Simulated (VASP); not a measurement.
Set up this calculation in VASP 6.6.1, as the native input.

```yaml
Task: single point
Functional: PBEsol
Potentials_or_basis: VASP PAW PBE potentials, release 64 (C, Pt)
Cutoff: 520 eV
k_mesh: 2 × 2 × 1
Occupations: gaussian, width 0.02 eV
Spin: no spin polarisation
Dipole_correction: no
Further_INCAR_settings: LREAL = Auto; ALGO = Normal; EDIFF = 1e-06; NBANDS = 56
```

The structure of PtC18 lies in POSCAR:

```
PtC18
1.0
    7.3980000000      0.0000000000      0.0000000000
   -3.6990000000      6.4068560000      0.0000000000
    0.0000000000      0.0000000000     12.0000000000
C Pt
18 1
Direct
    0.0032653242     -0.0012987649      0.0799083333
    0.2247122127      0.1094249660      0.0799021667
    0.0032665883      0.3311652392      0.0799064167
    0.2247132523      0.4418866289      0.0799058333
   -0.0001106776      0.6632430946      0.0983065833
    0.2280965090      0.7773511688      0.0982948333
    0.3389848317      0.0015795579      0.0852913333
    0.5578557792      0.1088591659      0.0808325000
    0.3369387865      0.3317694357      0.0785126667
    0.5581908831      0.4423971758      0.0805914167
    0.3389804650      0.6640033739      0.0852845833
    0.5578549401      0.7756044462      0.0808242500
    0.6697854444     -0.0018035367      0.0805884167
    0.8910404658      0.1088184283      0.0785139167
    0.6701250411      0.3317369705      0.0808322500
    0.8889991700      0.4390156420      0.0852984167
    0.6701175817      0.6649888807      0.0808265000
    0.8889951781      0.7765810563      0.0852944167
    1.1140323451      0.7203136765      0.2585846667
```

The input as run:

INCAR

```
ALGO = Normal
EDIFF = 1E-6
ENCUT = 520
GGA = PS
ISIF = 2
ISMEAR = 0
LASPH = T
LCHARG = F
LREAL = Auto
LWAVE = F
NBANDS = 56
NELM = 60
PREC = Accurate
SIGMA = 0.02
```

KPOINTS

```
k-points
0
Gamma
  2 2 1
```

Potentials or basis: VASP PAW PBE potentials, release 64 (C, Pt).

Command:

```console
$ cat potpaw_PBE.64/C/POTCAR potpaw_PBE.64/Pt/POTCAR > POTCAR
$ mpirun -np 1 vasp_std > vasp.out
```

Results of the run:

| Property | Result |
| --- | --- |
| Largest force | 0.123 eV/Å |
| Band gap on the k mesh | 0.30 eV, direct |

Caveat: the k points lie up to 0.49 Å⁻¹ apart; the PAW data sets were made with another functional, which shifts forces and pressure a little; spin-orbit coupling is left out, which moves the levels of the heavy elements.

It took 3.6 min on 1 thread of Intel(R) Xeon(R) 6975P-C (Granite Rapids), on a shared host, peak memory 0.59 GiB.
